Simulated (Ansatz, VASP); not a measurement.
# Two plane-wave programs on Sc

INCAR

```
SYSTEM = Sc
PREC = Accurate
ENCUT = 520
EDIFF = 1E-7
ISMEAR = 0
SIGMA = 0.1
LREAL = .False.
LASPH = .True.
NELM = 100
ALGO = Normal
ISIF = 2
LWAVE = .False.
LCHARG = .False.
GGA = PS
NBANDS = 24
```

The input KPOINTS:

```
Automatic mesh
0
Gamma
  10 10 14
  0 0 0
```

POSCAR

```
Sc
1.0
    4.4850394961     -2.4583875277      0.0419265468
    4.4850394961      2.4583875277      0.0419265468
    0.0269312969      0.0000000000      3.1799775402
Sc
3
Direct
    0.3367588801      0.3367588801      0.9898649412
   -0.0040558542     -0.0040558542      0.5017933291
    0.6672969742      0.6672969742      0.0083417297
```

Input for Ansatz:

```yaml
crystal:
  lattice:
    - [4.4850394961, -2.4583875277, 0.0419265468]
    - [4.4850394961, 2.4583875277, 0.0419265468]
    - [0.0269312969, 0.0, 3.1799775402]
  atoms:
    - { symbol: Sc, position: [0.3367588801, 0.3367588801, 0.9898649412] }
    - { symbol: Sc, position: [-0.0040558542, -0.0040558542, 0.5017933291] }
    - { symbol: Sc, position: [0.6672969742, 0.6672969742, 0.0083417297] }
basis:
  ecutwfc: 420
kpoints:
  mp_grid: { grid: [10, 10, 14] }
hamiltonian:
  xc: pbesol
scf:
  occupations: { method: gaussian, width: 0.1 }
output:
  forces: true
  stress: true
  eigenvalues: true
  populations: true
```

Alike in both runs: task single point; functional PBEsol; k mesh 10 × 10 × 14; occupations gaussian, width 0.1 eV; no spin polarisation.

|  | VASP | Ansatz |
| --- | --- | --- |
| version | VASP 6.6.1 | Ansatz 0.2.0 |
| potentials or method | VASP PAW PBE potentials, release 64 (Sc_sv), cutoff 520 eV | scalar-relativistic, plane waves, PAW |
| valence electrons in the cell | 33 | 33 |

|  | VASP | Ansatz | Ansatz less VASP |
| --- | --- | --- | --- |
| gap on the k mesh at the Fermi level (eV) | none | none | - |
| pressure (GPa) | 0.3 | 0.2 | -0.02 |
| traceless stress, the component that is largest in VASP (GPa) | -1.19 | -1.19 | -0.002 |
| rms of the force components (eV/Å) | 0.092 | 0.092 | -0.0003 |

VASP's potentials were made for PBE, not for PBEsol. Atom by atom the forces differ by 0.001 eV/Å (rms over components). A gap of «none» marks a metal or a gap that the smearing closes. With one functional, cell and mesh, what is left measures potentials, basis and numerics.
